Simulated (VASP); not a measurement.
Set up this calculation in VASP 6.6.1, as the native input.

- Task: electric field gradients
- Functional: PBE
- Potentials or basis: VASP PAW PBE potentials, release 64 (Li_sv)
- Cutoff: 520 eV
- k mesh: 22 × 22 × 22
- Occupations: fermi-dirac, width 0.05 eV
- Spin: no spin polarisation
- Dipole correction: no
- Further INCAR settings: ALGO = Normal; EDIFF = 1e-08; NBANDS = 8

The structure of Li lies in POSCAR:

```
Li
1.0
    0.0000000000      2.2020000000      2.2020000000
    2.2020000000      0.0000000000      2.2020000000
    2.2020000000      2.2020000000      0.0000000000
Li
1
Direct
    0.0000000000      0.0000000000      0.0000000000
```

This isn't the form of Li at room conditions, which is bcc.

One way to write it, as run:

INCAR

```
PREC = Accurate ; ENCUT = 520
EDIFF = 1E-8 ; ISMEAR = -1
SIGMA = 0.05 ; LREAL = False
LASPH = True ; NELM = 60
ALGO = Normal ; ISIF = 2
LWAVE = False ; LCHARG = False
GGA = PE ; LEFG = True
NBANDS = 8
```

KPOINTS

```
Automatic mesh
0
Gamma
  22 22 22
```

Potentials or basis: VASP PAW PBE potentials, release 64 (Li_sv).

Command:

```console
$ cat potpaw_PBE.64/Li_sv/POTCAR > POTCAR
$ mpirun -np 1 vasp_std > vasp.out
```

It gave:

| Property | Result |
| --- | --- |
| Band gap on the k mesh | zero (an odd number of electrons rules out a gap without spin polarisation) |
| Largest electric field gradient by atom | zero within the noise of the run |

It took 54 s on 1 thread of Intel Xeon 8259CL, with other jobs on the host, peak memory 0.16 GiB.
